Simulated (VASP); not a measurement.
The system is CoO.

```
Co O
1.0
     1.58057    0.91254    2.53178
    -1.58057    0.91254    2.53178
     0.00000   -1.82508    2.53178
Co O
1 1
Direct
  0.99898 0.99898 0.99898
  0.75102 0.75102 0.75102
```

Base run:

| Property | Result |
| --- | --- |
| Program | VASP 6.6.1 |
| Functional | LDA |
| Potentials or basis | VASP PAW LDA potentials, release 64 (Co, O) |
| Cutoff | 520 eV |
| k mesh | 10 × 10 × 10 |
| Occupations | fermi-dirac, width 0.05 eV |
| Spin | collinear spin, ferromagnetic start |
| Starting moments | [2.0, 0.0] μB |

Its results: pressure -17.0 GPa; net moment 1.83 μB per cell; site moments Co +1.62; O +0.17 μB; largest force 0.249 eV/Å.

Q: The run is repeated on the same cell with these changes: functional from LDA to r2SCAN; potentials or basis from VASP PAW LDA potentials, release 64 (Co, O) to VASP PAW PBE potentials, release 64 (Co, O). What comes out?

A: Pressure 10.0 GPa; net moment 2.96 μB per cell; site moments Co +2.58; O +0.29 μB; largest force 0.433 eV/Å.

Caveats: a cell with one magnetic atom can't hold antiferromagnetic order, which such compounds often take; the cell stands under tension (at least some runs); the stress differs along the axes, from 7 to 15 GPa (at least some runs); the PAW data sets were made with another functional, which shifts forces and pressure a little (at least some runs).
